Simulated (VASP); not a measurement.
# Al6N in VASP: a series of runs

The runs below take Al6N through single point, with PBE.

All numbers are computed with VASP 6.6.1; they aren't measurements. Logs are shortened: lines on timing, memory, paths and dates and some standing lists are left out, and cuts for length are marked.

### Step 1. The cell of the first run

The cell holds a slab with vacuum, 14 atoms: a = 5.714 Å, b = 5.714 Å, c = 22.175 Å, α = 90.00°, β = 90.00°, γ = 90.00°.

### Step 2. Single point, PBE

INCAR reads:

```
  PREC = Accurate
  ENCUT = 520
  EDIFF = 1E-6
  ISMEAR = 0
  SIGMA = 0.1
  LREAL = False
  LASPH = True
  NELM = 80
  ALGO = Normal
  ISIF = 2
  LWAVE = False
  LCHARG = True
  LDIPOL = True
  IDIPOL = 3
  DIPOL = 0.5 0.5 0.299
  GGA = PE
  LELF = True
  LVHAR = True
  LVACPOTAV = True
  NBANDS = 36
```

KPOINTS reads:

```
Automatic mesh
0
Gamma
  5 5 1
```

POSCAR reads:

```
Al6N
1.0
    5.7143028096      0.0000000000      0.0000000000
    0.0000000000      5.7143028096      0.0000000000
    0.0000000000      0.0000000000     22.1750227687
Al N
12 2
Direct
    0.2500000000      0.2500000000      0.1803831293
    0.2500000000      0.7500000000      0.1803831293
    0.7500000000      0.2500000000      0.1803831293
    0.7500000000      0.7500000000      0.1803831293
    0.0000000000      0.0000000000      0.2744094920
    0.0000000000      0.5000000000      0.2744094920
    0.5000000000      0.0000000000      0.2744094920
    0.5000000000      0.5000000000      0.2744094920
    0.2500000000      0.2500000000      0.3686590473
    0.2500000000      0.7500000000      0.3686590473
    0.7500000000      0.2500000000      0.3686590473
    0.7500000000      0.7500000000      0.3686590473
    0.3385629830      0.5000000000      0.4480276242
    0.6614370170      0.5000000000      0.4480276242
```

Potentials or basis: VASP PAW PBE potentials, release 64 (Al, N).

Command:

```bash
> cat potpaw_PBE.64/Al/POTCAR potpaw_PBE.64/N/POTCAR > POTCAR
> mpirun -np 1 vasp_std > vasp.out
```

OUTCAR:

```text
PREC = Accurate
   ENCUT = 520
   EDIFF = 1E-6
   ISMEAR = 0
   LREAL = False
   LASPH = True
   NELM = 80
   ISIF = 2
   GGA = PE

 ion  position               nearest neighbor table
   1  0.250  0.250  0.180-   2 2.86   3 2.86   2 2.86   3 2.86   7 2.90   8 2.90   5 2.90   6 2.90

   2  0.250  0.750  0.180-   1 2.86   4 2.86   1 2.86   4 2.86   7 2.90   8 2.90   5 2.90   6 2.90

   3  0.750  0.250  0.180-   1 2.86   4 2.86   4 2.86   1 2.86   7 2.90   8 2.90   5 2.90   6 2.90
[... 4 lines left out ...]
                            11 2.91  12 2.91   9 2.91  10 2.91
   6  0.000  0.500  0.274-   5 2.86   8 2.86   5 2.86   8 2.86   1 2.90   2 2.90   3 2.90   4 2.90
                            11 2.91  12 2.91   9 2.91  10 2.91
   7  0.500  0.000  0.274-   5 2.86   8 2.86   8 2.86   5 2.86   1 2.90   2 2.90   3 2.90   4 2.90
                            11 2.91  12 2.91   9 2.91  10 2.91
   8  0.500  0.500  0.274-   6 2.86   7 2.86   7 2.86   6 2.86   1 2.90   2 2.90   3 2.90   4 2.90
                            11 2.91  12 2.91   9 2.91  10 2.91
   9  0.250  0.250  0.369-  13 2.32  11 2.86  10 2.86  10 2.86  11 2.86   6 2.91   7 2.91   8 2.91
                             5 2.91
  10  0.250  0.750  0.369-  13 2.32  12 2.86   9 2.86   9 2.86  12 2.86   6 2.91   7 2.91   8 2.91
                             5 2.91
  11  0.750  0.250  0.369-  14 2.32  12 2.86   9 2.86  12 2.86   9 2.86   6 2.91   7 2.91   8 2.91
                             5 2.91
  12  0.750  0.750  0.369-  14 2.32  11 2.86  10 2.86  11 2.86  10 2.86   6 2.91   7 2.91   8 2.91
                             5 2.91
  13  0.339  0.500  0.448-   9 2.32  10 2.32
  14  0.661  0.500  0.448-  11 2.32  12 2.32

  LATTYP: Found a simple tetragonal cell.
 ALAT       =     5.7143028096
 C/A-ratio  =     3.8806173750

  Lattice vectors:

 A1 = (   5.7143028096,   0.0000000000,   0.0000000000)
 A2 = (   0.0000000000,   5.7143028096,   0.0000000000)
 A3 = (   0.0000000000,   0.0000000000,  22.1750227687)

Analysis of symmetry for initial positions (statically):
=====================================================================
 Subroutine PRICEL returns:
 Original cell was already a primitive cell.

 Routine SETGRP: Setting up the symmetry group for a
 simple tetragonal supercell.

 Subroutine GETGRP returns: Found  4 space group operations
 (whereof  4 operations were pure point group operations)
 out of a pool of 16 trial point group operations.

The static configuration has the point symmetry C_2v.

Analysis of symmetry for dynamics (positions and initial velocities):
=====================================================================
 Subroutine PRICEL returns:
 Original cell was already a primitive cell.

 Routine SETGRP: Setting up the symmetry group for a
 simple tetragonal supercell.

 Subroutine GETGRP returns: Found  4 space group operations
 (whereof  4 operations were pure point group operations)
 out of a pool of 16 trial point group operations.

The dynamic configuration has the point symmetry C_2v.

 Subroutine INISYM returns: Found  4 space group operations
 (whereof  4 operations are pure point group operations),
 and found     1 'primitive' translations

----------------------------------------------------------------------------------------

                                     Primitive cell

  volume of cell :     724.0867

  direct lattice vectors                    reciprocal lattice vectors
     5.714302810  0.000000000  0.000000000     0.174999476  0.000000000  0.000000000
     0.000000000  5.714302810  0.000000000     0.000000000  0.174999476  0.000000000
     0.000000000  0.000000000 22.175022769     0.000000000  0.000000000  0.045095782

  length of vectors
     5.714302810  5.714302810 22.175022769     0.174999476  0.174999476  0.045095782

  position of ions in fractional coordinates (direct lattice)
     0.250000000  0.250000000  0.180383129
     0.250000000  0.750000000  0.180383129
     0.750000000  0.250000000  0.180383129
     0.750000000  0.750000000  0.180383129
     0.000000000  0.000000000  0.274409492
     0.000000000  0.500000000  0.274409492
     0.500000000  0.000000000  0.274409492
     0.500000000  0.500000000  0.274409492
     0.250000000  0.250000000  0.368659047
     0.250000000  0.750000000  0.368659047
     0.750000000  0.250000000  0.368659047
[... 40 lines left out ...]
     0.000000000  0.000000000  0.000000000

 Subroutine IBZKPT returns following result:
 ===========================================

 Found      9 irreducible k-points:

 Following reciprocal coordinates:
            Coordinates               Weight
  0.000000  0.000000  0.000000      1.000000
  0.200000  0.000000  0.000000      2.000000
  0.000000  0.200000  0.000000      2.000000
  0.400000  0.000000  0.000000      2.000000
  0.000000  0.400000  0.000000      2.000000
  0.200000  0.200000  0.000000      4.000000
  0.400000  0.200000  0.000000      4.000000
 -0.200000  0.400000  0.000000      4.000000
  0.400000  0.400000  0.000000      4.000000
   k-points           NKPTS =      9   k-points in BZ     NKDIM =      9   number of bands    NBANDS=     36
   number of dos      NEDOS =    301   number of ions     NIONS =     14
   total plane-waves  NPLWV = 296352
   dimension x,y,z NGX =    42 NGY =   42 NGZ =  168
   dimension x,y,z NGXF=    84 NGYF=   84 NGZF=  336
   ions per type =              12   2
   NGX,Y,Z   is equivalent  to a cutoff of  12.22, 12.22, 12.59 a.u.
   NGXF,Y,Z  is equivalent  to a cutoff of  24.44, 24.44, 25.19 a.u.
 SYSTEM =  unknown system
   PREC   = accura    normal or accurate (medium, high low for compatibility)
   ISTART =      0    job   : 0-new  1-cont  2-samecut
   ICHARG =      2    charge: 1-file 2-atom 10-const
   ISPIN  =      1    spin polarized calculation?
   LNONCOLLINEAR =      F non collinear calculations
   LSORBIT =      F    spin-orbit coupling
   LASPH  =      T    aspherical Exc in radial PAW
   ENCUT  =  520.0 eV  38.22 Ry    6.18 a.u.  10.62 10.62 41.23*2*pi/ulx,y,z
   NELM   =     80;   NELMIN=  2; NELMDL= -5     # of ELM steps
   EDIFF  = 0.1E-05   stopping-criterion for ELM
   LREAL  =      F    real-space projection
   EDIFFG = 0.1E-04   stopping-criterion for IOM
   NSW    =      0    number of steps for IOM
   IBRION =     -1    ionic relax: 0-MD 1-quasi-New 2-CG
   NFREE  =      0    steps in history (QN), initial steepest desc. (CG)
   ISIF   =      2    stress and relaxation
   ISYM   =      2    0-nonsym 1-usesym 2-fastsym
   POTIM  = 0.5000    time-step for ionic-motion
   TEBEG  =    0.0;   TEEND  =   0.0 temperature during run
   PSTRESS=    0.0 pullay stress
   NELECT =      46.0000    total number of electrons
   NUPDOWN=      -1.0000    fix difference up-down
   EMIN   =  10.00;   EMAX   =-10.00  energy-range for DOS
   EFERMI =   0.00;   METHOD = LEGACY
   ISMEAR =     0;   SIGMA  =   0.10  broadening in eV -4-tet -1-fermi 0-gaus
   EFERMI_NEDOS =   21; number of points for ismear=-14 and -15
   IALGO  =     38    algorithm
   IMIX   =      4    mixing-type and parameters
     AMIX     =   0.40;   BMIX     =  1.00
     AMIX_MAG =   1.60;   BMIX_MAG =  1.00
  volume/ion in A,a.u.               =      51.72       349.03
  Fermi-wavevector in a.u.,A,eV,Ry     =   0.653227  1.234419  5.805675  0.426705
  Thomas-Fermi vector in A             =   1.723399
   LORBIT       =      0    0 simple, 1 ext, 2 COOP (PROOUT), +10 PAW based schemes
   GGA     = PE    functional components
   LHFCALC =     F    Hartree Fock is set to
   AEXX    =    0.0000 exact exchange contribution
   IVDW    =     0    specifies the selected vdW correction
   LEPSILON=     F    determine dielectric tensor
   LRPA    =     F    only Hartree local field effects (RPA)
 non-spin polarized calculation
 Gauss-broadening in eV      SIGMA  =   0.10
  energy-cutoff  :      520.00
  volume of cell :      724.09
 maximum number of plane-waves:     19529
   NGX = 21   NGY = 21   NGZ = 83

 dipolmoment           0.000000      0.000000     -0.045934 electrons x Angstroem

 number of electron      46.0000002 magnetization

 dipolmoment           0.000000      0.000000      0.386971 electrons x Angstroem

 Free energy of the ion-electron system (eV)
  ---------------------------------------------------
  ext. energy  EPLUGINS =         0.00000000
  ---------------------------------------------------
  free energy    TOTEN  =       -53.82815455 eV

  energy without entropy =      -53.78931975  energy(sigma->0) =      -53.80873715

 E-fermi :  -1.4997     XC(G=0):  -3.9811

 val. band max:       -1.5105290729   @ k =  -0.2000   0.4000   0.0000
 cond. band min:      -1.4522996812   @ k =   0.2000   0.2000   0.0000
 fundamental gap:      0.0582293916
 Fermi energy:        -1.4996583888

 k-point     1 :       0.0000    0.0000    0.0000
  band No.  band energies     occupation
      1     -15.7309      2.00000
      2     -12.4514      2.00000
      3     -11.5592      2.00000
      4      -9.3877      2.00000
      5      -7.2445      2.00000
      6      -7.1600      2.00000
[... 331 lines left out ...]
     34       1.3691      0.00000
     35       1.5988      0.00000
 [bands above 35 left out]

------------------------ aborting loop because EDIFF is reached ----------------------------------------

  FORCE on cell =-STRESS in cart. coord.  units (eV):
  Direction    XX          YY          ZZ          XY          YZ          ZX
  --------------------------------------------------------------------------------------
  -------------------------------------------------------------------------------------
  Total      -12.7777290    -12.0253118    -12.0316720      0.0000000      0.0000000      0.0000000
  in kB      -28.2731164    -26.6082526    -26.6223257      0.0000000      0.0000000      0.0000000
  external PRESSURE =     -27.1678982 kB  Pullay stress =       0.0000000 kB

 VOLUME and BASIS-vectors are now :
 -----------------------------------------------------------------------------
  energy-cutoff  :      520.00
  volume of cell :      724.09
      direct lattice vectors                 reciprocal lattice vectors
     5.714302810  0.000000000  0.000000000     0.174999476  0.000000000  0.000000000
     0.000000000  5.714302810  0.000000000     0.000000000  0.174999476  0.000000000
     0.000000000  0.000000000 22.175022769     0.000000000  0.000000000  0.045095782

 POSITION                                       TOTAL-FORCE (eV/Angst)
 -----------------------------------------------------------------------------------
      1.42858      1.42858      4.00000         0.007070      0.113955      0.042914
      1.42858      4.28573      4.00000         0.007070     -0.113955      0.042914
      4.28573      1.42858      4.00000        -0.007070      0.113955      0.042914
      4.28573      4.28573      4.00000        -0.007070     -0.113955      0.042914
      0.00000      0.00000      6.08504         0.000000      0.000000      0.024386
      0.00000      2.85715      6.08504         0.000000      0.000000      0.098589
      2.85715      0.00000      6.08504         0.000000      0.000000      0.166113
      2.85715      2.85715      6.08504         0.000000      0.000000      0.137755
      1.42858      1.42858      8.17502         0.259813      0.680679      1.328970
      1.42858      4.28573      8.17502         0.259813     -0.680679      1.328970
      4.28573      1.42858      8.17502        -0.259813      0.680679      1.328970
      4.28573      4.28573      8.17502        -0.259813     -0.680679      1.328970
      1.93465      2.85715      9.93502         2.888157      0.000000     -2.957189
      3.77965      2.85715      9.93502        -2.888157     -0.000000     -2.957189
 -----------------------------------------------------------------------------------
    total drift:                                0.000000      0.000000     -0.000290

  FREE ENERGIE OF THE ION-ELECTRON SYSTEM (eV)
  ---------------------------------------------------
  free  energy   TOTEN  =       -53.8281545535 eV

  energy  without entropy=      -53.7893197535  energy(sigma->0) =      -53.80873715

 vacuum level on the upper side and lower side of the slab         5.019         2.875
```

Run time: 9.4 min. Hardware: 1 thread of Intel Xeon 6975P-C (Granite Rapids), shared host; peak memory 0.66 GiB.

What came out:

| Property | Result |
| --- | --- |
| Free energy | -53.8282 eV |
| Largest force | 4.134 eV/Å |
| Band gap on the k mesh | zero (bands 23 and 24 overlap by 0.71 eV) |

Forces in eV/Å, atoms in the order of the input:
```
Al   0.007  0.114  0.043
Al   0.007 -0.114  0.043
Al  -0.007  0.114  0.043
Al  -0.007 -0.114  0.043
Al   0.000  0.000  0.024
Al   0.000  0.000  0.099
Al   0.000  0.000  0.166
Al   0.000  0.000  0.138
Al   0.260  0.681  1.329
Al   0.260 -0.681  1.329
Al  -0.260  0.681  1.329
Al  -0.260 -0.681  1.329
N    2.888  0.000 -2.957
N   -2.888  0.000 -2.957
```

### Step 3. Single point, PBE

INCAR reads:

```
ALGO = Normal ; DIPOL = 0.5 0.5 0.293
EDIFF = 1E-6 ; ENCUT = 520
GGA = PE ; IDIPOL = 3
ISIF = 2 ; ISMEAR = 0
LASPH = T ; LCHARG = T
LDIPOL = T ; LELF = T
LREAL = F ; LVACPOTAV = T
LVHAR = T ; LWAVE = F
NBANDS = 36 ; NELM = 60
PREC = Accurate ; SIGMA = 0.1
```

KPOINTS reads:

```
k-points
0
Gamma
  5 5 1
```

Changes to POSCAR since step 2:

```diff
@@ -20,3 +20,3 @@
     0.7500000000      0.7500000000      0.3686590473
-    0.3385629830      0.5000000000      0.4480276242
-    0.6614370170      0.5000000000      0.4480276242
+    0.3075880756      0.5000000000      0.4047356732
+    0.6924119244      0.5000000000      0.4047356732
```

Potentials or basis: VASP PAW PBE potentials, release 64 (Al, N).

Command:

```bash
> cat potpaw_PBE.64/Al/POTCAR potpaw_PBE.64/N/POTCAR > POTCAR
> mpirun -np 1 vasp_std > vasp.out
```

OUTCAR:

```text
EDIFF = 1E-6
   ENCUT = 520
   GGA = PE
   ISIF = 2
   ISMEAR = 0
   LASPH = T
   LREAL = F
   NELM = 60
   PREC = Accurate

 ion  position               nearest neighbor table
   1  0.250  0.250  0.180-   2 2.86   3 2.86   2 2.86   3 2.86   7 2.90   8 2.90   5 2.90   6 2.90

   2  0.250  0.750  0.180-   1 2.86   4 2.86   1 2.86   4 2.86   7 2.90   8 2.90   5 2.90   6 2.90

   3  0.750  0.250  0.180-   1 2.86   4 2.86   4 2.86   1 2.86   7 2.90   8 2.90   5 2.90   6 2.90
[... 4 lines left out ...]
                            11 2.91  12 2.91   9 2.91  10 2.91
[... 576 lines left out ...]
  volume of cell :      724.09
      direct lattice vectors                 reciprocal lattice vectors
     5.714302810  0.000000000  0.000000000     0.174999476  0.000000000  0.000000000
     0.000000000  5.714302810  0.000000000     0.000000000  0.174999476  0.000000000
     0.000000000  0.000000000 22.175022769     0.000000000  0.000000000  0.045095782

 POSITION                                       TOTAL-FORCE (eV/Angst)
 -----------------------------------------------------------------------------------
      1.42858      1.42858      4.00000        -0.048449     -0.046348      0.032774
      1.42858      4.28573      4.00000        -0.048449      0.046348      0.032774
      4.28573      1.42858      4.00000         0.048449     -0.046348      0.032774
      4.28573      4.28573      4.00000         0.048449      0.046348      0.032774
      0.00000      0.00000      6.08504         0.000000      0.000000      0.065392
      0.00000      2.85715      6.08504         0.000000      0.000000     -0.419959
      2.85715      0.00000      6.08504         0.000000      0.000000      0.276606
      2.85715      2.85715      6.08504         0.000000      0.000000     -0.490305
      1.42858      1.42858      8.17502        -0.981206     -3.733423     -1.617480
      1.42858      4.28573      8.17502        -0.981206      3.733423     -1.617480
      4.28573      1.42858      8.17502         0.981206     -3.733423     -1.617480
      4.28573      4.28573      8.17502         0.981206      3.733423     -1.617480
      1.75765      2.85715      8.97502         1.469760      0.000000      3.453545
      3.95665      2.85715      8.97502        -1.469760      0.000000      3.453545
 -----------------------------------------------------------------------------------
    total drift:                                0.000000      0.000000     -0.000042

  FREE ENERGIE OF THE ION-ELECTRON SYSTEM (eV)
  ---------------------------------------------------
  free  energy   TOTEN  =       -55.1469009841 eV

  energy  without entropy=      -55.1158292064  energy(sigma->0) =      -55.13136510

 vacuum level on the upper side and lower side of the slab         4.175         3.247
```

OSZICAR:

```text
N       E                     dE             d eps       ncg     rms          rms(c)
DAV:   1     0.237680193634E+03    0.23768E+03   -0.14034E+04   648   0.900E+02
DAV:   2    -0.145229981632E+02   -0.25220E+03   -0.23919E+03   920   0.173E+02
DAV:   3    -0.643485590610E+02   -0.49826E+02   -0.45652E+02  1016   0.678E+01
DAV:   4    -0.669408449861E+02   -0.25923E+01   -0.25813E+01   796   0.192E+01
[... 18 lines left out ...]
DAV:  23    -0.551468746875E+02   -0.14792E-04   -0.53345E-07   576   0.186E-03    0.108E-03
DAV:  24    -0.551468919070E+02   -0.17219E-04   -0.91728E-07   632   0.187E-03    0.459E-04
DAV:  25    -0.551468988456E+02   -0.69386E-05   -0.37892E-07   628   0.148E-03    0.313E-04
DAV:  26    -0.551469005239E+02   -0.16784E-05   -0.60965E-08   532   0.762E-04    0.185E-04
DAV:  27    -0.551469009841E+02   -0.46019E-06   -0.37570E-08   488   0.519E-04
   1 F= -.55146901E+02 E0= -.55131365E+02  d E =-.310718E-01
```

Run time: 7.4 min. Hardware: 1 thread of Intel Xeon 6975P-C (Granite Rapids), shared host; peak memory 0.67 GiB.

What came out:

```yaml
Free_energy: -55.1469 eV
Largest_force: 4.185 eV/Å
Band_gap_on_the_k_mesh: zero (bands 23 and 24 overlap by 0.58 eV)
```

Forces in eV/Å, atoms in the order of the input:
```
Al  -0.048 -0.046  0.033
Al  -0.048  0.046  0.033
Al   0.048 -0.046  0.033
Al   0.048  0.046  0.033
Al   0.000  0.000  0.065
Al   0.000  0.000 -0.420
Al   0.000  0.000  0.277
Al   0.000  0.000 -0.490
Al  -0.981 -3.733 -1.617
Al  -0.981  3.733 -1.617
Al   0.981 -3.733 -1.617
Al   0.981  3.733 -1.617
N    1.470  0.000  3.454
N   -1.470  0.000  3.454
```

Levels at points of the mesh, in eV from the Fermi level:
```
           k point  band 21  band 22  band 23  band 24  band 25  band 26
(0.00, 0.00, 0.00)    -0.83    -0.39    -0.24    -0.21     0.01     0.48
```
